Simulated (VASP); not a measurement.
Input of a VASP 6.6.1 run:

INCAR

```
SYSTEM = CaInC6N6
PREC = Accurate
ENCUT = 520
EDIFF = 1E-6
ISMEAR = 0
SIGMA = 0.1
LREAL = .FALSE.
LASPH = .TRUE.
NELM = 60
ALGO = Normal
ISIF = 2
LWAVE = .FALSE.
LCHARG = .FALSE.
GGA = PE
NBANDS = 52
```

Contents of KPOINTS:

```
regular mesh
0
G
  4 4 4
  0 0 0
```

POSCAR

```
CaInC6N6
1.0
    0.0000000000      5.3810000000      5.3810000000
    5.3810000000      0.0000000000      5.3810000000
    5.3810000000      5.3810000000      0.0000000000
Ca In C N
1 1 6 6
Direct
    0.5000000000      0.5000000000      0.5000000000
    0.0000000000      0.0000000000      0.0000000000
    0.8140680200      0.1859319800      0.1859319800
    0.1859319800      0.8140680200      0.1859319800
    0.1859319800      0.1859319800      0.8140680200
    0.1859319800      0.8140680200      0.8140680200
    0.8140680200      0.1859319800      0.8140680200
    0.8140680200      0.8140680200      0.1859319800
    0.7053521700      0.2946478300      0.2946478300
    0.2946478300      0.7053521700      0.2946478300
    0.2946478300      0.2946478300      0.7053521700
    0.2946478300      0.7053521700      0.7053521700
    0.7053521700      0.2946478300      0.7053521700
    0.7053521700      0.7053521700      0.2946478300
```

Potentials or basis: VASP PAW PBE potentials, release 64 (Ca_sv, In_d, C, N).

The run is started by

```console
$ cat potpaw_PBE.64/Ca_sv/POTCAR potpaw_PBE.64/In_d/POTCAR potpaw_PBE.64/C/POTCAR potpaw_PBE.64/N/POTCAR > POTCAR
$ mpirun -np 1 vasp_std > vasp.out
```

Predict the pressure.

14.2 GPa.

What does it give for the band gap on the k mesh?

Zero (an odd number of electrons rules out a gap without spin polarisation).

Forces in eV/Å, atoms in the order of the input:
```
Ca   0.000  0.000  0.000
In   0.000  0.000  0.000
C    4.941  0.000  0.000
C    0.000  4.941  0.000
C    0.000  0.000  4.941
C   -4.941  0.000  0.000
C    0.000 -4.941  0.000
C    0.000  0.000 -4.941
N   -2.117  0.000  0.000
N    0.000 -2.117  0.000
N    0.000  0.000 -2.117
N    2.117  0.000  0.000
N    0.000  2.117  0.000
N    0.000  0.000  2.117
```

Caveat: the cell stands under pressure; spin-orbit coupling is left out, which moves the levels of the heavy elements; forces of over 1 eV/Å act on the atoms, so gaps and moduli don't describe the material at rest.
